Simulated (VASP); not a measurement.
# FeAu (R-3m) in VASP: notebook

FeAu is run at these levels: PBE, r2SCAN; tasks: single point, relaxation of cell and atoms.

Program: VASP 6.6.1. These are calculated values, not measurements. Logs are shortened: lines on timing, memory, paths and dates and some standing lists are left out, and cuts for length are marked.

### Step 1. The cell of the first run

It takes space group R-3m (No. 166, trigonal). The conventional cell has a = 2.879 Å, b = 2.879 Å, c = 13.671 Å, α = 90.00°, β = 90.00°, γ = 120.00°. Au (site symmetry -3m) has 6 Fe at 2.82 Å and 6 Au at 2.88 Å within 3.7 Å. Fe (site symmetry -3m) has 6 Au at 2.82 Å and 6 Fe at 2.88 Å within 3.7 Å.

### Step 2. Single point, PBE, collinear spin, ferromagnetic start

INCAR reads:

```
PREC = Accurate
ENCUT = 520
EDIFF = 1E-6
ISMEAR = -1
SIGMA = 0.05
LREAL = False
LASPH = True
NELM = 150
ALGO = Normal
ISIF = 2
LWAVE = False
LCHARG = False
ISPIN = 2
MAGMOM = 0 3
LORBIT = 11
LMAXMIX = 4
GGA = PE
NBANDS = 20
```

KPOINTS reads:

```
Automatic mesh
0
Gamma
  11 11 11
```

POSCAR reads:

```
FeAu
1.0
    1.4394362121      0.8310588846      4.5571118938
   -1.4394362121      0.8310588846      4.5571118938
    0.0000000000     -1.6621177691      4.5571118938
Au Fe
1 1
Direct
    0.0000000000      0.0000000000      0.0000000000
    0.5000000000      0.5000000000      0.5000000000
```

Potentials or basis: VASP PAW PBE potentials, release 64 (Au, Fe).

The run is started by

```sh
$ cat potpaw_PBE.64/Au/POTCAR potpaw_PBE.64/Fe/POTCAR > POTCAR
$ mpirun -np 1 vasp_std > vasp.out
```

OUTCAR:

```text
PREC = Accurate
   ENCUT = 520
   EDIFF = 1E-6
   ISMEAR = -1
   LREAL = False
   LASPH = True
   NELM = 150
   ISIF = 2
   ISPIN = 2
   LORBIT = 11
   GGA = PE

 ion  position               nearest neighbor table
   1  0.000  0.000  0.000-   2 2.82   2 2.82   2 2.82   2 2.82   2 2.82   2 2.82
   2  0.500  0.500  0.500-   1 2.82   1 2.82   1 2.82   1 2.82   1 2.82   1 2.82

  LATTYP: Found a trigonal (rhomboedric) cell.
 ALAT       =     4.8507632689
 COS(alpha) =     0.8238856747

  Lattice vectors:

 A1 = (   1.4394362121,   0.8310588846,   4.5571118938)
 A2 = (  -1.4394362121,   0.8310588846,   4.5571118938)
 A3 = (   0.0000000000,  -1.6621177691,   4.5571118938)

Analysis of symmetry for initial positions (statically):
=====================================================================
 Subroutine PRICEL returns:
 Original cell was already a primitive cell.

 Routine SETGRP: Setting up the symmetry group for a
 trigonal (rhombohedral) supercell.

 Subroutine GETGRP returns: Found 12 space group operations
 (whereof 12 operations were pure point group operations)
 out of a pool of 12 trial point group operations.

The static configuration has the point symmetry D_3d.

Analysis of symmetry for dynamics (positions and initial velocities):
=====================================================================
 Subroutine PRICEL returns:
 Original cell was already a primitive cell.

 Routine SETGRP: Setting up the symmetry group for a
 trigonal (rhombohedral) supercell.

 Subroutine GETGRP returns: Found 12 space group operations
 (whereof 12 operations were pure point group operations)
 out of a pool of 12 trial point group operations.

The dynamic configuration has the point symmetry D_3d.

Analysis of structural, dynamic, and magnetic symmetry:
=====================================================================
 Subroutine PRICEL returns:
 Original cell was already a primitive cell.

 Routine SETGRP: Setting up the symmetry group for a
 trigonal (rhombohedral) supercell.

 Subroutine GETGRP returns: Found 12 space group operations
 (whereof 12 operations were pure point group operations)
 out of a pool of 12 trial point group operations.

The overall configuration has the point symmetry D_3d.

 Subroutine INISYM returns: Found 12 space group operations
 (whereof 12 operations are pure point group operations),
 and found     1 'primitive' translations

----------------------------------------------------------------------------------------

                                     Primitive cell

  volume of cell :      32.7088

  direct lattice vectors                    reciprocal lattice vectors
     1.439436212  0.831058885  4.557111894     0.347358220  0.200547362  0.073145743
    -1.439436212  0.831058885  4.557111894    -0.347358220  0.200547362  0.073145743
     0.000000000 -1.662117769  4.557111894     0.000000000 -0.401094723  0.073145743

  length of vectors
     4.850763269  4.850763269  4.850763269     0.407709795  0.407709795  0.407709795

  position of ions in fractional coordinates (direct lattice)
     0.000000000  0.000000000  0.000000000
     0.500000000  0.500000000  0.500000000

  ion indices of the primitive-cell ions
   primitive index   ion index
                 1           1
                 2           2

----------------------------------------------------------------------------------------

 KPOINTS: Automatic mesh

Automatic generation of k-mesh.
 Grid dimensions read from file:
 generate k-points for:   11   11   11

 Generating k-lattice:

  Cartesian coordinates                     Fractional coordinates (reciprocal lattice)
     0.031578020  0.018231578  0.006649613     0.090909091 -0.000000000 -0.000000000
    -0.031578020  0.018231578  0.006649613    -0.000000000  0.090909091 -0.000000000
     0.000000000 -0.036463157  0.006649613     0.000000000  0.000000000  0.090909091

  Length of vectors
     0.037064527  0.037064527  0.037064527

  Shift w.r.t. Gamma in fractional coordinates (k-lattice)
     0.000000000  0.000000000  0.000000000

 Subroutine IBZKPT returns following result:
 ===========================================

 Found    146 irreducible k-points:

 Following reciprocal coordinates:
            Coordinates               Weight
  0.000000  0.000000  0.000000      1.000000
  0.090909  0.000000  0.000000      6.000000
  0.181818 -0.000000  0.000000      6.000000
  0.272727  0.000000 -0.000000      6.000000
  0.363636  0.000000 -0.000000      6.000000
  0.454545  0.000000  0.000000      6.000000
[... 16 lines left out ...]
 -0.272727  0.181818  0.000000     12.000000
 -0.181818  0.181818  0.000000      6.000000
 [... further k-points ...]
   k-points           NKPTS =    146   k-points in BZ     NKDIM =    146   number of bands    NBANDS=     20
   number of dos      NEDOS =    301   number of ions     NIONS =      2
   total plane-waves  NPLWV =  46656
   dimension x,y,z NGX =    36 NGY =   36 NGZ =   36
   dimension x,y,z NGXF=    72 NGYF=   72 NGZF=   72
   ions per type =               1   1
   NGX,Y,Z   is equivalent  to a cutoff of  12.34, 12.34, 12.34 a.u.
   NGXF,Y,Z  is equivalent  to a cutoff of  24.68, 24.68, 24.68 a.u.
 SYSTEM =  unknown system
   PREC   = accura    normal or accurate (medium, high low for compatibility)
   ISTART =      0    job   : 0-new  1-cont  2-samecut
   ICHARG =      2    charge: 1-file 2-atom 10-const
   ISPIN  =      2    spin polarized calculation?
   LNONCOLLINEAR =      F non collinear calculations
   LSORBIT =      F    spin-orbit coupling
   LASPH  =      T    aspherical Exc in radial PAW
   ENCUT  =  520.0 eV  38.22 Ry    6.18 a.u.   9.02  9.02  9.02*2*pi/ulx,y,z
   NELM   =    150;   NELMIN=  2; NELMDL= -5     # of ELM steps
   EDIFF  = 0.1E-05   stopping-criterion for ELM
   LREAL  =      F    real-space projection
   EDIFFG = 0.1E-04   stopping-criterion for IOM
   NSW    =      0    number of steps for IOM
   IBRION =     -1    ionic relax: 0-MD 1-quasi-New 2-CG
   NFREE  =      0    steps in history (QN), initial steepest desc. (CG)
   ISIF   =      2    stress and relaxation
   ISYM   =      2    0-nonsym 1-usesym 2-fastsym
   POTIM  = 0.5000    time-step for ionic-motion
   TEBEG  =    0.0;   TEEND  =   0.0 temperature during run
   PSTRESS=    0.0 pullay stress
   NELECT =      19.0000    total number of electrons
   NUPDOWN=      -1.0000    fix difference up-down
   EMIN   =  10.00;   EMAX   =-10.00  energy-range for DOS
   EFERMI =   0.00;   METHOD = LEGACY
   ISMEAR =    -1;   SIGMA  =   0.05  broadening in eV -4-tet -1-fermi 0-gaus
   EFERMI_NEDOS =   21; number of points for ismear=-14 and -15
   IALGO  =     38    algorithm
   IMIX   =      4    mixing-type and parameters
     AMIX     =   0.40;   BMIX     =  1.00
     AMIX_MAG =   1.60;   BMIX_MAG =  1.00
  volume/ion in A,a.u.               =      16.35       110.37
  Fermi-wavevector in a.u.,A,eV,Ry     =   1.365959  2.581288 25.386346  1.865844
  Thomas-Fermi vector in A             =   2.492142
   LORBIT       =     11    0 simple, 1 ext, 2 COOP (PROOUT), +10 PAW based schemes
   GGA     = PE    functional components
   LHFCALC =     F    Hartree Fock is set to
   AEXX    =    0.0000 exact exchange contribution
   IVDW    =     0    specifies the selected vdW correction
   LEPSILON=     F    determine dielectric tensor
   LRPA    =     F    only Hartree local field effects (RPA)
 spin polarized calculation
  energy-cutoff  :      520.00
  volume of cell :       32.71
 maximum number of plane-waves:       905
   NGX = 17   NGY = 17   NGZ = 17

 number of electron      19.0000000 magnetization       2.9542727

 Free energy of the ion-electron system (eV)
  ---------------------------------------------------
  ext. energy  EPLUGINS =         0.00000000
  ---------------------------------------------------
  free energy    TOTEN  =       -10.93912005 eV

  energy without entropy =      -10.92430913  energy(sigma->0) =      -10.93171459

 E-fermi :   6.8166     XC(G=0): -12.0845

 val. band max:        6.8100239002   @ k =   0.4545   0.3636   0.2727
 cond. band min:       6.8205627956   @ k =  -0.2727  -0.3636   0.1818
 fundamental gap:      0.0105388954
 Fermi energy:         6.8166070988

 spin component 1

 k-point     1 :       0.0000    0.0000    0.0000
  band No.  band energies     occupation
      1      -2.1880      1.00000
      2       0.5149      1.00000
      3       2.1519      1.00000
      4       2.1519      1.00000
      5       3.1995      1.00000
      6       3.1995      1.00000
[... 12 lines left out ...]
     19      26.6039      0.00000
     20      27.9042      0.00000

 k-point     2 :       0.0909    0.0000    0.0000
  band No.  band energies     occupation
      1      -1.9291      1.00000
      2       0.6616      1.00000
      3       2.0532      1.00000
      4       2.3087      1.00000
      5       2.9809      1.00000
      6       3.2058      1.00000
[... 498 lines left out ...]
 k-point    24 :      -0.1818    0.1818    0.0000
  band No.  band energies     occupation
      1       0.3412      1.00000
      2       1.4580      1.00000
      3       1.6943      1.00000
      4       1.7516      1.00000
      5       2.7804      1.00000
      6       3.7309      1.00000
[... 12 lines left out ...]
     19      26.7256      0.00000
     20      27.8802      0.00000

 [... further k-points ...]

 spin component 2

 k-point     1 :       0.0000    0.0000    0.0000
  band No.  band energies     occupation
      1      -2.1385      1.00000
      2       0.6221      1.00000
      3       2.2362      1.00000
      4       2.2362      1.00000
      5       3.5289      1.00000
      6       3.5289      1.00000
[... 12 lines left out ...]
     19      26.5784      0.00000
     20      27.9402      0.00000

 k-point     2 :       0.0909    0.0000    0.0000
  band No.  band energies     occupation
      1      -1.8771      1.00000
      2       0.7632      1.00000
      3       2.1337      1.00000
      4       2.3998      1.00000
      5       3.2023      1.00000
      6       3.5025      1.00000
[... 498 lines left out ...]
 k-point    24 :      -0.1818    0.1818    0.0000
  band No.  band energies     occupation
      1       0.4367      1.00000
      2       1.5152      1.00000
      3       1.7958      1.00000
      4       1.8290      1.00000
      5       3.0025      1.00000
      6       4.3035      1.00000
[... 12 lines left out ...]
     19      26.9467      0.00000
     20      27.8400      0.00000

 [... further k-points ...]
[... 5 lines left out ...]
  --------------------------------------------------------------------------------------
  -------------------------------------------------------------------------------------
  Total       -1.8125465     -1.8125465     -1.4638102      0.0000000     -0.0000000      0.0000000
  in kB      -88.7839718    -88.7839719    -71.7018215      0.0000000     -0.0000000      0.0000000
  external PRESSURE =     -83.0899217 kB  Pullay stress =       0.0000000 kB

 VOLUME and BASIS-vectors are now :
 -----------------------------------------------------------------------------
  energy-cutoff  :      520.00
  volume of cell :       32.71
      direct lattice vectors                 reciprocal lattice vectors
     1.439436212  0.831058885  4.557111894     0.347358220  0.200547362  0.073145743
    -1.439436212  0.831058885  4.557111894    -0.347358220  0.200547362  0.073145743
     0.000000000 -1.662117769  4.557111894     0.000000000 -0.401094723  0.073145743

 POSITION                                       TOTAL-FORCE (eV/Angst)
 -----------------------------------------------------------------------------------
      0.00000      0.00000      0.00000        -0.000000     -0.000000      0.000000
      0.00000      0.00000      6.83567         0.000000      0.000000     -0.000000
 -----------------------------------------------------------------------------------
    total drift:                                0.000000     -0.000000      0.000000

  FREE ENERGIE OF THE ION-ELECTRON SYSTEM (eV)
  ---------------------------------------------------
  free  energy   TOTEN  =       -10.9391200457 eV

  energy  without entropy=      -10.9243091333  energy(sigma->0) =      -10.93171459

 total charge

# of ion       s       p       d       tot
------------------------------------------
    1        0.595   0.404   8.674   9.673
    2        0.360   0.312   6.079   6.751
--------------------------------------------------
tot          0.954   0.717  14.754  16.425

 magnetization (x)

# of ion       s       p       d       tot
------------------------------------------
    1       -0.018  -0.035   0.081   0.028
    2       -0.001  -0.019   2.984   2.965
--------------------------------------------------
tot         -0.019  -0.053   3.065   2.993
```

It took 7.1 min on 1 thread of Intel Xeon 8259CL, shared host; peak memory 0.35 GiB.

Results:

| Item | Value |
| --- | --- |
| Free energy | -10.9391 eV |
| Pressure | -8.3 GPa |
| Net moment | 2.95 μB per cell |
| Site moments | Au +0.03; Fe +2.96 μB |
| Valence electrons inside the program's atomic spheres | Au 9.67; Fe 6.75 |

Caveat: the cell stands under tension; spin-orbit coupling is left out, which moves the levels of the heavy elements.

### Step 3. Relaxation of cell and atoms, r2SCAN, collinear spin, ferromagnetic start

This run uses another cell than the first one, of 15.43 Å³/atom.

POSCAR reads:

```
FeAu
1.0
    1.4117478522      0.8150730025      4.4694532999
   -1.4117478522      0.8150730025      4.4694532999
    0.0000000000     -1.6301460050      4.4694532999
Au Fe
1 1
Direct
    0.0000000000      0.0000000000      0.0000000000
    0.5000000000      0.5000000000      0.5000000000
```

INCAR.step1 reads:

```
  ALGO = Normal
  EDIFF = 1E-5
  EDIFFG = -0.005
  ENCUT = 660
  GGA = PE
  GGA_COMPAT = F
  IBRION = 2
  ISIF = 3
  ISMEAR = -1
  ISPIN = 2
  KPAR = 4
  LASPH = T
  LCHARG = F
  LMAXMIX = 4
  LREAL = F
  LWAVE = T
  MAGMOM = 0 3
  NELM = 200
  NELMIN = 4
  NSW = 100
  PREC = Accurate
  SIGMA = 0.05
```

INCAR.step2 reads:

```
  ALGO = Normal
  EDIFF = 1E-7
  EDIFFG = -0.01
  ENCUT = 660
  GGA_COMPAT = F
  IBRION = 2
  ISIF = 3
  ISMEAR = -1
  ISPIN = 2
  ISTART = 1
  KPAR = 4
  LASPH = T
  LCHARG = F
  LMAXMIX = 4
  LMIXTAU = T
  LORBIT = 11
  LREAL = F
  LWAVE = F
  MAGMOM = 0 3
  METAGGA = R2SCAN
  NELM = 200
  NELMIN = 4
  NSW = 60
  PREC = Accurate
  SIGMA = 0.05
```

KPOINTS reads:

```
k-points
0
Gamma
  11 11 11
```

Potentials or basis: VASP PAW PBE potentials, release 64 (Au, Fe).

The run is started by

```sh
$ cat potpaw_PBE.64/Au/POTCAR potpaw_PBE.64/Fe/POTCAR > POTCAR
$ cp INCAR.step1 INCAR
$ mpirun -np 4 vasp_std > vasp.out
$ cp INCAR.step2 INCAR
$ mpirun -np 4 vasp_std > vasp.out
```

Wall time 29 min (4 MPI ranks of Intel Xeon Platinum 8259CL at 2.50GHz (Skylake/Cascade Lake), shared host); peak memory 0.47 GiB.

It converged, with:

```
Free energy                                           : -64.5284 eV
Relaxed volume                                        : 15.14 Å³/atom
Relaxed cell                                          : a = 4.777 Å, b = 4.777 Å, c = 4.777 Å, α = 33.94°, β = 33.94°, γ = 33.94°
Space group after relaxing (to 0.1 Å)                 : R-3m (No. 166)
Energy gained by relaxing                             : 4.3 meV/atom
Ionic steps                                           : 5
Pressure after relaxing                               : 0.0 GPa
Net moment                                            : 3.05 μB per cell
Site moments                                          : Au +0.02; Fe +3.12 μB
Valence electrons inside the program's atomic spheres : Au 9.81; Fe 6.83
```

Stress tensor (GPa, compression positive):
```
 0.07  0.00  0.00
 0.00  0.07  0.00
 0.00  0.00 -0.04
```

Step by step:
| step | energy change (eV) | largest force (eV/Å) | pressure (GPa) | volume (Å³) |
| --- | --- | --- | --- | --- |
| 1 | 0.0000 | 0.0000 | -2.79 | 30.86 |
| 2 | -0.0018 | 0.0000 | 3.48 | 29.67 |
| 3 | -0.0072 | 0.0000 | 0.44 | 30.21 |
| 4 | -0.0085 | 0.0000 | 0.13 | 30.26 |
| 5 | -0.0085 | 0.0000 | 0.03 | 30.28 |

Final structure:
```cif
data_structure
_symmetry_space_group_name_H-M 'P 1'
_symmetry_Int_Tables_number 1
_cell_length_a 4.7766
_cell_length_b 4.7766
_cell_length_c 4.7766
_cell_angle_alpha 33.938
_cell_angle_beta 33.938
_cell_angle_gamma 33.938
_cell_volume 30.28
loop_
_atom_site_label
_atom_site_type_symbol
_atom_site_fract_x
_atom_site_fract_y
_atom_site_fract_z
_atom_site_occupancy
Au1 Au 0.00000 0.00000 0.00000 1
Fe1 Fe 0.50000 0.50000 0.50000 1
```

Levels at points of the mesh, in eV from the Fermi level:
Spin up:
```csv
k point,band 8,band 9,band 10,band 11,band 12,band 13,band 14,band 15
"(0.00, 0.00, 0.00)",-3.32,-3.32,-2.52,-2.52,-1.09,3.82,15.60,17.83
```
Spin down:
| k point | band 6 | band 7 | band 8 | band 9 | band 10 | band 11 |
| --- | --- | --- | --- | --- | --- | --- |
| (0.00, 0.00, 0.00) | -3.73 | -1.65 | -1.15 | 0.42 | 0.42 | 1.72 |

Caveat: the PAW data sets were made with another functional, which shifts forces and pressure a little; spin-orbit coupling is left out, which moves the levels of the heavy elements.
